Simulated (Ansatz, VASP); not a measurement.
# NbN in VASP and in Ansatz

```
Nb N
1.0
     0.00000    2.19450    2.19450
     2.19450    0.00000    2.19450
     2.19450    2.19450    0.00000
Nb N
1 1
Direct
  0.50000 0.50000 0.50000
  0.00000 0.00000 0.00000
```

Alike in both runs: task single point; functional PBE; k mesh 6 × 6 × 6; occupations gaussian, width 0.1 eV; no spin polarisation.

|  | VASP | Ansatz |
| --- | --- | --- |
| version | VASP 6.6.1 | Ansatz 0.2.0 |
| potentials or method | VASP PAW PBE potentials, release 64 (Nb_sv, N), cutoff 600 eV | scalar-relativistic, plane waves, PAW |
| valence electrons in the cell | 18 | 18 |

Ansatz gave:

| Item | Value |
| --- | --- |
| gap on the k mesh at the Fermi level (eV) | none |
| pressure (GPa) | 7.6 |

Estimate VASP's values.

gap on the k mesh at the Fermi level (eV): none; pressure (GPa): 6.9.

A gap of «none» marks a metal or a gap that the smearing closes.

The k mesh is coarse, so the values compare programs but aren't converged.
